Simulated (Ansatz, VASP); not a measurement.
Two plane-wave programs on Ni

```
CELL_PARAMETERS angstrom
1.93011 0.00000 0.00000
-0.96505 1.67152 0.00000
0.00000 0.00000 1.83755
ATOMIC_POSITIONS crystal
Ni 0.00000 0.00000 0.00000
```

Change from the starting cell: volume scaled by 0.5, PAW files.

Alike in both runs: task single point; functional PBE; k mesh 18 × 18 × 17; occupations fermi-dirac, width 0.1 eV; collinear spin.

|  | VASP | Ansatz |
| --- | --- | --- |
| version | VASP 6.6.1 | Ansatz 0.2.0 |
| potentials or method | VASP PAW PBE potentials, release 64 (Ni_sv_GW) | PAW with Ansatz's default frozen-core files, scalar-relativistic |
| plane-wave cutoff (eV) | 590 | 420 |
| valence electrons in the cell | 18 | 18 |

```tsv
	VASP	Ansatz	Ansatz less VASP
pressure (GPa)	577.7	580.9	+3.16
traceless stress, the component that is largest in VASP (GPa)	1.46	0.04	-1.422
net moment per atom (μB)	0.00	0.00	0.000
```

Both programs put the cell under a high pressure, so it lies far from rest at this level. Ansatz's warnings: seeded moment not kept.

Noted on VASP's run: the cell as given lies far from equilibrium.
